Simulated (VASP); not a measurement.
Here is a VASP 6.6.1 calculation.

Contents of INCAR:

```
PREC = Accurate
ENCUT = 520
EDIFF = 1E-6
ISMEAR = -1
SIGMA = 0.05
LREAL = False
LASPH = True
NELM = 60
ALGO = Normal
ISIF = 2
LWAVE = False
LCHARG = True
GGA = PE
LELF = True
LVHAR = True
NBANDS = 11
```

File KPOINTS:

```
Automatic mesh
0
Gamma
  15 15 15
```

POSCAR

```
BAs
1.0
    2.8782072577      0.0000000000      0.0000000000
    0.0000000000      2.8782072577      0.0000000000
    0.0000000000      0.0000000000      2.8782072577
B As
1 1
Direct
    0.0000000000      0.0000000000      0.0000000000
    0.5000000000      0.5000000000      0.5000000000
```

Potentials or basis: VASP PAW PBE potentials, release 64 (B, As).

Command:

```console
$ cat potpaw_PBE.64/B/POTCAR potpaw_PBE.64/As/POTCAR > POTCAR
$ mpirun -np 1 vasp_std > vasp.out
```

(1) Predict the pressure.

(2) Estimate the band gap on the k mesh.

Answers

(1) 7.6 GPa.

(2) zero (band 4 reaches 10.45 eV, above the bottom of band 5 at 5.17 eV).
